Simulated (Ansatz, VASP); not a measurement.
# Two plane-wave programs on Ge

File INCAR:

```
ALGO     = Normal         # electronic algorithm
EDIFF    = 1E-7           # SCF threshold, eV
ENCUT    = 520            # plane-wave cutoff, eV
GGA      = PS             # functional
GGA_COMPAT= F            
ISIF     = 2              # what is computed and relaxed
ISMEAR   = -1             # smearing method
LASPH    = T              # aspherical terms in the spheres
LCHARG   = F              # write CHGCAR
LNONCOLLINEAR= T              # non-collinear magnetism
LORBIT   = 11             # projections on sites
LORBMOM  = T            
LREAL    = F              # projectors in reciprocal space
LSORBIT  = T              # spin-orbit coupling
LWAVE    = F              # write WAVECAR
MAGMOM   = 0 0 0 0 0 0 0 0 0 0 0 0 # initial moments
NBANDS   = 70             # bands
NELM     = 150            # most SCF steps
PREC     = Accurate       # precision mode
SIGMA    = 0.05           # smearing width, eV
```

KPOINTS

```
k-points
0
Gamma
  8 8 4
```

POSCAR

```
Ge
1.0
    3.9975858431      0.0000000000      0.0000000000
   -1.9987929216      3.4620108940      0.0000000000
    0.0000000000      0.0000000000      6.5993779500
Ge
4
Direct
    0.3333333333      0.6666666667      0.9370987500
    0.6666666667      0.3333333333      0.4370987500
    0.3333333333      0.6666666667      0.5629012500
    0.6666666667      0.3333333333      0.0629012500
```

The input input.yaml:

```yaml
crystal:
  lattice:
    - [3.9975858431, 0.0, 0.0]
    - [-1.9987929216, 3.462010894, 0.0]
    - [0.0, 0.0, 6.59937795]
  atoms:
    - { symbol: Ge, position: [0.3333333333, 0.6666666667, 0.93709875] }
    - { symbol: Ge, position: [0.6666666667, 0.3333333333, 0.43709875] }
    - { symbol: Ge, position: [0.3333333333, 0.6666666667, 0.56290125] }
    - { symbol: Ge, position: [0.6666666667, 0.3333333333, 0.06290125] }
hamiltonian:
  xc: pbesol
  pseudopotentials: { kind: paw_fr }
magnetization:
  noncollinear: true
  spin_orbit: true
kpoints:
  mp_grid: { grid: [8, 8, 4] }
  band_path:
    path:
      - [[0.0, 0.0, 0.0], [0.5, 0.0, 0.0], [0.3333333333, 0.3333333333, 0.0], [0.0, 0.0, 0.0], [0.0, 0.0, 0.5], [0.5, 0.0, 0.5], [0.3333333333, 0.3333333333, 0.5], [0.0, 0.0, 0.5]]
      - [[0.5, 0.0, 0.5], [0.5, 0.0, 0.0]]
      - [[0.3333333333, 0.3333333333, 0.0], [0.3333333333, 0.3333333333, 0.5]]
    npoints: 14
scf:
  occupations: { method: fermi_dirac, width: 0.05 }
  n_extra_bands: 10
output:
  forces: true
  stress: true
  eigenvalues: true
  fatbands: false
  write_density: true
  write_potential: true
  elf: true
  volumetric_format: npy
```

Alike in both runs: functional PBEsol; k mesh 8 × 8 × 4; occupations fermi-dirac, width 0.05 eV; non-collinear spin, spin-orbit coupling.

|  | VASP | Ansatz |
| --- | --- | --- |
| version | VASP 6.6.1 | Ansatz 0.2.0 |
| potentials or method | VASP PAW PBE potentials, release 64 (Ge_d) | Ansatz PAW |
| plane-wave cutoff (eV) | 520 | 420 |
| valence electrons in the cell | 56 | 56 |
| task | single point | band structure |

|  | VASP | Ansatz | Ansatz less VASP |
| --- | --- | --- | --- |
| pressure (GPa) | -0.1 | 0.0 | +0.07 |
| traceless stress, the component that is largest in VASP (GPa) | -0.21 | -0.21 | -0.002 |
| net moment per atom (μB) | 0.00 | 0.00 | 0.000 |

VASP's potentials were made for PBE, not for PBEsol.
